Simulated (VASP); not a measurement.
# Ti (P6_3/mmc) in VASP: single point with PBEsol

Aim: the single point of Ti with PBEsol.

Program: VASP 6.6.1. These are calculated values, not measurements. Logs are shortened: lines on timing, memory, paths and dates and some standing lists are left out, and cuts for length are marked.

## (1) The cell of the first run

Symmetry: P6_3/mmc, No. 194, hexagonal system. The conventional cell has a = 2.901 Å, b = 2.901 Å, c = 4.594 Å, α = 90.00°, β = 90.00°, γ = 120.00°. Ti (site symmetry -6m2) has 12 Ti at 2.84 to 2.90 Å within 3.7 Å.

## (2) Single point, PBEsol

Contents of INCAR:

```
SYSTEM = Ti
PREC = Accurate ; ENCUT = 520
EDIFF = 1E-6 ; ISMEAR = -1
SIGMA = 0.1 ; LREAL = .False.
LASPH = .True. ; NELM = 100
ALGO = Normal ; ISIF = 2
LWAVE = .False. ; LCHARG = .False.
GGA = PS ; NBANDS = 19
```

Contents of KPOINTS:

```
regular mesh
0
Gamma
  14 14 8
  0 0 0
```

Contents of POSCAR:

```
Ti
1.0
    2.9012254738      0.0000000000      0.0000000000
   -1.4506127369      2.5125349624      0.0000000000
    0.0000000000      0.0000000000      4.5941229683
Ti
2
Direct
    0.3333333333      0.6666666667      0.2500000000
    0.6666666667      0.3333333333      0.7500000000
```

Potentials or basis: VASP PAW PBE potentials, release 64 (Ti_sv).

Run with:

```bash
$ cat potpaw_PBE.64/Ti_sv/POTCAR > POTCAR
$ mpirun -np 1 vasp_std > vasp.out
```

OUTCAR:

```text
SYSTEM = Ti
   PREC = Accurate
   ENCUT = 520
   EDIFF = 1E-6
   ISMEAR = -1
   LREAL = .False.
   LASPH = .True.
   NELM = 100
   ISIF = 2
   GGA = PS

 ion  position               nearest neighbor table
   1  0.333  0.667  0.250-   2 2.84   2 2.84   2 2.84   2 2.84   2 2.84   2 2.84
   2  0.667  0.333  0.750-   1 2.84   1 2.84   1 2.84   1 2.84   1 2.84   1 2.84

  LATTYP: Found a hexagonal cell.
 ALAT       =     2.9012254738
 C/A-ratio  =     1.5835111782

  Lattice vectors:

 A1 = (   2.9012254738,   0.0000000000,   0.0000000000)
 A2 = (  -1.4506127369,   2.5125349624,   0.0000000000)
 A3 = (   0.0000000000,   0.0000000000,   4.5941229683)

Analysis of symmetry for initial positions (statically):
=====================================================================
 Subroutine PRICEL returns:
 Original cell was already a primitive cell.

 Routine SETGRP: Setting up the symmetry group for a
 hexagonal supercell.

 Subroutine GETGRP returns: Found 24 space group operations
 (whereof 12 operations were pure point group operations)
 out of a pool of 24 trial point group operations.

The static configuration has the point symmetry D_3d.
 The point group associated with its full space group is D_6h.

Analysis of symmetry for dynamics (positions and initial velocities):
=====================================================================
 Subroutine PRICEL returns:
 Original cell was already a primitive cell.

 Routine SETGRP: Setting up the symmetry group for a
 hexagonal supercell.

 Subroutine GETGRP returns: Found 24 space group operations
 (whereof 12 operations were pure point group operations)
 out of a pool of 24 trial point group operations.

The dynamic configuration has the point symmetry D_3d.
 The point group associated with its full space group is D_6h.

 Subroutine INISYM returns: Found 24 space group operations
 (whereof 12 operations are pure point group operations),
 and found     1 'primitive' translations

----------------------------------------------------------------------------------------

                                     Primitive cell

  volume of cell :      33.4885

  direct lattice vectors                    reciprocal lattice vectors
     2.901225474  0.000000000  0.000000000     0.344681931  0.199002206  0.000000000
    -1.450612737  2.512534962  0.000000000     0.000000000  0.398004412  0.000000000
     0.000000000  0.000000000  4.594122968     0.000000000  0.000000000  0.217669402

  length of vectors
     2.901225474  2.901225474  4.594122968     0.398004412  0.398004412  0.217669402

  position of ions in fractional coordinates (direct lattice)
     0.333333333  0.666666667  0.250000000
     0.666666667  0.333333333  0.750000000

  ion indices of the primitive-cell ions
   primitive index   ion index
                 1           1
                 2           2

----------------------------------------------------------------------------------------

 KPOINTS: regular mesh

Automatic generation of k-mesh.
 Grid dimensions read from file:
 generate k-points for:   14   14    8

 Generating k-lattice:

  Cartesian coordinates                     Fractional coordinates (reciprocal lattice)
     0.024620138  0.014214443  0.000000000     0.071428571 -0.000000000  0.000000000
     0.000000000  0.028428887  0.000000000     0.000000000  0.071428571  0.000000000
     0.000000000  0.000000000  0.027208675     0.000000000  0.000000000  0.125000000

  Length of vectors
     0.028428887  0.028428887  0.027208675

  Shift w.r.t. Gamma in fractional coordinates (k-lattice)
     0.000000000  0.000000000  0.000000000

 Subroutine IBZKPT returns following result:
 ===========================================

 Found    120 irreducible k-points:

 Following reciprocal coordinates:
            Coordinates               Weight
  0.000000  0.000000  0.000000      1.000000
  0.071429  0.000000  0.000000      6.000000
  0.142857 -0.000000  0.000000      6.000000
  0.214286 -0.000000  0.000000      6.000000
  0.285714  0.000000  0.000000      6.000000
  0.357143  0.000000  0.000000      6.000000
[... 16 lines left out ...]
  0.285714  0.285714  0.000000      6.000000
  0.357143  0.285714  0.000000      6.000000
 [... further k-points ...]
   k-points           NKPTS =    120   k-points in BZ     NKDIM =    120   number of bands    NBANDS=     19
   number of dos      NEDOS =    301   number of ions     NIONS =      2
   total plane-waves  NPLWV =  20736
   dimension x,y,z NGX =    24 NGY =   24 NGZ =   36
   dimension x,y,z NGXF=    48 NGYF=   48 NGZF=   72
   ions per type =               2
   NGX,Y,Z   is equivalent  to a cutoff of  13.75, 13.75, 13.03 a.u.
   NGXF,Y,Z  is equivalent  to a cutoff of  27.50, 27.50, 26.05 a.u.
 SYSTEM =  Ti
   PREC   = accura    normal or accurate (medium, high low for compatibility)
   ISTART =      0    job   : 0-new  1-cont  2-samecut
   ICHARG =      2    charge: 1-file 2-atom 10-const
   ISPIN  =      1    spin polarized calculation?
   LNONCOLLINEAR =      F non collinear calculations
   LSORBIT =      F    spin-orbit coupling
   LASPH  =      T    aspherical Exc in radial PAW
   ENCUT  =  520.0 eV  38.22 Ry    6.18 a.u.   5.39  5.39  8.54*2*pi/ulx,y,z
   NELM   =    100;   NELMIN=  2; NELMDL= -5     # of ELM steps
   EDIFF  = 0.1E-05   stopping-criterion for ELM
   LREAL  =      F    real-space projection
   EDIFFG = 0.1E-04   stopping-criterion for IOM
   NSW    =      0    number of steps for IOM
   IBRION =     -1    ionic relax: 0-MD 1-quasi-New 2-CG
   NFREE  =      0    steps in history (QN), initial steepest desc. (CG)
   ISIF   =      2    stress and relaxation
   ISYM   =      2    0-nonsym 1-usesym 2-fastsym
   POTIM  = 0.5000    time-step for ionic-motion
   TEBEG  =    0.0;   TEEND  =   0.0 temperature during run
   PSTRESS=    0.0 pullay stress
   NELECT =      24.0000    total number of electrons
   NUPDOWN=      -1.0000    fix difference up-down
   EMIN   =  10.00;   EMAX   =-10.00  energy-range for DOS
   EFERMI =   0.00;   METHOD = LEGACY
   ISMEAR =    -1;   SIGMA  =   0.10  broadening in eV -4-tet -1-fermi 0-gaus
   EFERMI_NEDOS =   21; number of points for ismear=-14 and -15
   IALGO  =     38    algorithm
   IMIX   =      4    mixing-type and parameters
     AMIX     =   0.40;   BMIX     =  1.00
     AMIX_MAG =   1.60;   BMIX_MAG =  1.00
  volume/ion in A,a.u.               =      16.74       113.00
  Fermi-wavevector in a.u.,A,eV,Ry     =   1.465030  2.768505 29.202358  2.146313
  Thomas-Fermi vector in A             =   2.580935
   LORBIT       =      0    0 simple, 1 ext, 2 COOP (PROOUT), +10 PAW based schemes
   GGA     = PS    functional components
   LHFCALC =     F    Hartree Fock is set to
   AEXX    =    0.0000 exact exchange contribution
   IVDW    =     0    specifies the selected vdW correction
   LEPSILON=     F    determine dielectric tensor
   LRPA    =     F    only Hartree local field effects (RPA)
 non-spin polarized calculation
  energy-cutoff  :      520.00
  volume of cell :       33.49
 maximum number of plane-waves:       929
 NGX is ok and might be reduce to    24
   NGX = 11   NGY = 11   NGZ = 17

 number of electron      23.9999999 magnetization

 Free energy of the ion-electron system (eV)
  ---------------------------------------------------
  ext. energy  EPLUGINS =         0.00000000
  ---------------------------------------------------
  free energy    TOTEN  =       -16.71383921 eV

  energy without entropy =      -16.63920630  energy(sigma->0) =      -16.67652276

 E-fermi :   8.5776     XC(G=0): -11.8108

 val. band max:        8.5748386853   @ k =   0.0714   0.0000   0.2500
 cond. band min:       8.5869096881   @ k =   0.0714   0.0000   0.5000
 fundamental gap:      0.0120710028
 Fermi energy:         8.5776052622

 k-point     1 :       0.0000    0.0000    0.0000
  band No.  band energies     occupation
      1     -47.9613      2.00000
      2     -47.7993      2.00000
      3     -24.6933      2.00000
      4     -23.9720      2.00000
      5     -23.9720      2.00000
      6     -23.8838      2.00000
[... 11 lines left out ...]
     18      10.2879      0.00000
     19      11.9089      0.00000

 k-point     2 :       0.0714    0.0000    0.0000
  band No.  band energies     occupation
      1     -47.9554      2.00000
      2     -47.7969      2.00000
      3     -24.6805      2.00000
      4     -23.9983      2.00000
      5     -23.9808      2.00000
      6     -23.8892      2.00000
[... 11 lines left out ...]
     18      10.2028      0.00000
     19      11.9551      0.00000

 k-point     3 :       0.1429   -0.0000    0.0000
  band No.  band energies     occupation
      1     -47.9384      2.00000
      2     -47.7906      2.00000
      3     -24.6434      2.00000
      4     -24.0726      2.00000
      5     -24.0049      2.00000
      6     -23.9611      2.00000
[... 11 lines left out ...]
     18      10.2905      0.00000
     19      12.0601      0.00000

 k-point     4 :       0.2143   -0.0000    0.0000
  band No.  band energies     occupation
      1     -47.9132      2.00000
      2     -47.7821      2.00000
      3     -24.5858      2.00000
      4     -24.1808      2.00000
      5     -24.0674      2.00000
      6     -24.0384      2.00000
[... 11 lines left out ...]
     18      10.7111      0.00000
     19      12.1707      0.00000

 k-point     5 :       0.2857    0.0000    0.0000
  band No.  band energies     occupation
      1     -47.8835      2.00000
      2     -47.7741      2.00000
      3     -24.5143      2.00000
      4     -24.3018      2.00000
      5     -24.1813      2.00000
      6     -24.0742      2.00000
[... 11 lines left out ...]
     18      11.2207      0.00000
     19      12.2585      0.00000

 k-point     6 :       0.3571    0.0000    0.0000
  band No.  band energies     occupation
      1     -47.8543      2.00000
      2     -47.7693      2.00000
      3     -24.4381      2.00000
      4     -24.4113      2.00000
      5     -24.2808      2.00000
      6     -24.1057      2.00000
[... 11 lines left out ...]
     18      11.7409      0.00000
     19      12.3169      0.00000

 k-point     7 :       0.4286   -0.0000    0.0000
  band No.  band energies     occupation
      1     -47.8314      2.00000
      2     -47.7686      2.00000
      3     -24.4870      2.00000
      4     -24.3720      2.00000
      5     -24.3482      2.00000
      6     -24.1270      2.00000
[... 11 lines left out ...]
     18      12.3487      0.00000
     19      12.4857      0.00000

 k-point     8 :       0.5000   -0.0000    0.0000
  band No.  band energies     occupation
      1     -47.8221      2.00000
      2     -47.7695      2.00000
      3     -24.5140      2.00000
      4     -24.3721      2.00000
      5     -24.3427      2.00000
      6     -24.1346      2.00000
[... 256 lines left out ...]
 k-point    20 :       0.2143    0.2143    0.0000
  band No.  band energies     occupation
      1     -47.8463      2.00000
      2     -47.7684      2.00000
      3     -24.4164      2.00000
      4     -24.3482      2.00000
      5     -24.3170      2.00000
      6     -24.1205      2.00000
[... 11 lines left out ...]
     18      12.1592      0.00000
     19      12.4049      0.00000

 k-point    21 :       0.2857    0.2143    0.0000
  band No.  band energies     occupation
      1     -47.8226      2.00000
      2     -47.7690      2.00000
      3     -24.4106      2.00000
      4     -24.3459      2.00000
      5     -24.3300      2.00000
      6     -24.1792      2.00000
[... 11 lines left out ...]
     18      12.1400      0.00000
     19      13.0995      0.00000

 k-point    22 :       0.3571    0.2143    0.0000
  band No.  band energies     occupation
      1     -47.8061      2.00000
      2     -47.7726      2.00000
      3     -24.4458      2.00000
      4     -24.3180      2.00000
      5     -24.2898      2.00000
      6     -24.2313      2.00000
[... 11 lines left out ...]
     18      12.1289      0.00000
     19      13.7757      0.00000

 k-point    23 :       0.2857    0.2857    0.0000
  band No.  band energies     occupation
      1     -47.8033      2.00000
      2     -47.7736      2.00000
      3     -24.4173      2.00000
      4     -24.3225      2.00000
      5     -24.2798      2.00000
      6     -24.2325      2.00000
[... 11 lines left out ...]
     18      12.1152      0.00000
     19      13.8542      0.00000

 k-point    24 :       0.3571    0.2857    0.0000
  band No.  band energies     occupation
      1     -47.7923      2.00000
      2     -47.7792      2.00000
      3     -24.4190      2.00000
      4     -24.2861      2.00000
      5     -24.2822      2.00000
      6     -24.2363      2.00000
[... 11 lines left out ...]
     18      12.0731      0.00000
     19      14.5192      0.00000

 [... further k-points ...]
[... 5 lines left out ...]
  --------------------------------------------------------------------------------------
  -------------------------------------------------------------------------------------
  Total       -0.0470381     -0.0470381     -0.0544954      0.0000000      0.0000000      0.0000000
  in kB       -2.2504230     -2.2504230     -2.6071979      0.0000000      0.0000000      0.0000000
  external PRESSURE =      -2.3693479 kB  Pullay stress =       0.0000000 kB

 VOLUME and BASIS-vectors are now :
 -----------------------------------------------------------------------------
  energy-cutoff  :      520.00
  volume of cell :       33.49
      direct lattice vectors                 reciprocal lattice vectors
     2.901225474  0.000000000  0.000000000     0.344681931  0.199002206  0.000000000
    -1.450612737  2.512534962  0.000000000     0.000000000  0.398004412  0.000000000
     0.000000000  0.000000000  4.594122968     0.000000000  0.000000000  0.217669402

 POSITION                                       TOTAL-FORCE (eV/Angst)
 -----------------------------------------------------------------------------------
     -0.00000      1.67502      1.14853         0.000000      0.000000      0.000000
      1.45061      0.83751      3.44559        -0.000000     -0.000000      0.000000
 -----------------------------------------------------------------------------------
    total drift:                               -0.000000      0.000000     -0.000000

  FREE ENERGIE OF THE ION-ELECTRON SYSTEM (eV)
  ---------------------------------------------------
  free  energy   TOTEN  =       -16.7138392083 eV

  energy  without entropy=      -16.6392063049  energy(sigma->0) =      -16.67652276
```

Wall time 32 s (1 thread of Intel Xeon Platinum 8488C (Sapphire Rapids), shared host); peak memory 0.19 GiB.

Results:

```yaml
Free_energy: -16.7138 eV
Pressure: -0.2 GPa
Band_gap_on_the_k_mesh: zero (band 12 reaches 9.39 eV, above the bottom of band 13 at 8.35 eV)
```

Caveat: the PAW data sets were made with another functional, which shifts forces and pressure a little.
